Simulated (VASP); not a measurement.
Input of a VASP 6.6.1 run:

Contents of INCAR:

```
PREC = Accurate
ENCUT = 520
EDIFF = 1E-6
ISMEAR = 0
SIGMA = 0.15
LREAL = False
LASPH = True
NELM = 100
ALGO = Normal
ISIF = 2
LWAVE = False
LCHARG = True
GGA = PS
LELF = True
LVHAR = True
NBANDS = 26
```

KPOINTS

```
regular mesh
0
Gamma
  3 2 3
```

The input POSCAR:

```
LiMg12
1.0
    6.4200000000      0.0000000000      0.0000000000
   -4.8150000000      8.3398250000      0.0000000000
    0.0000000000      0.0000000000      5.2130400000
Mg Li
12 1
Direct
    0.0019494185      0.0027586034     -0.0283277501
    0.1681252679      0.2246547935      0.5164741968
    0.0856808005      0.3708852134      0.0181269046
    0.1869286277      0.5800955103      0.5152767512
   -0.0334201028      0.6378528071      0.0059317706
    0.1915769768      0.9069252103      0.4074632389
    0.4107105461     -0.0658740815     -0.1188299073
    0.7014024787      0.2548573495      0.6127505078
    0.5085653494      0.3102454884      0.0723565108
    0.6557037482      0.5525799641      0.5224417573
    0.5259591402      0.6791658460      0.0224407975
    0.6955069510      0.8792459960      0.5000940982
    0.7171444779      0.1110969696      0.2014442237
```

Potentials or basis: VASP PAW PBE potentials, release 64 (Mg, Li_sv).

The run is started by

```sh
$ cat potpaw_PBE.64/Mg/POTCAR potpaw_PBE.64/Li_sv/POTCAR > POTCAR
$ mpirun -np 1 vasp_std > vasp.out
```

**Question.** Estimate the largest force.

**Answer.** 0.011 eV/Å.

Forces on the atoms (eV/Å):
```
Mg   0.002  0.002  0.001
Mg  -0.001 -0.001  0.001
Mg   0.001 -0.002  0.000
Mg   0.000 -0.001  0.000
Mg  -0.001  0.000 -0.001
Mg   0.000 -0.003  0.011
Mg  -0.001  0.003  0.001
Mg   0.006  0.001 -0.002
Mg  -0.004  0.005  0.000
Mg   0.001  0.003 -0.002
Mg   0.002 -0.001 -0.003
Mg   0.001 -0.001  0.001
Li  -0.006 -0.005 -0.006
```

Caveat: the k points lie up to 0.40 Å⁻¹ apart; the PAW data sets were made with another functional, which shifts forces and pressure a little.
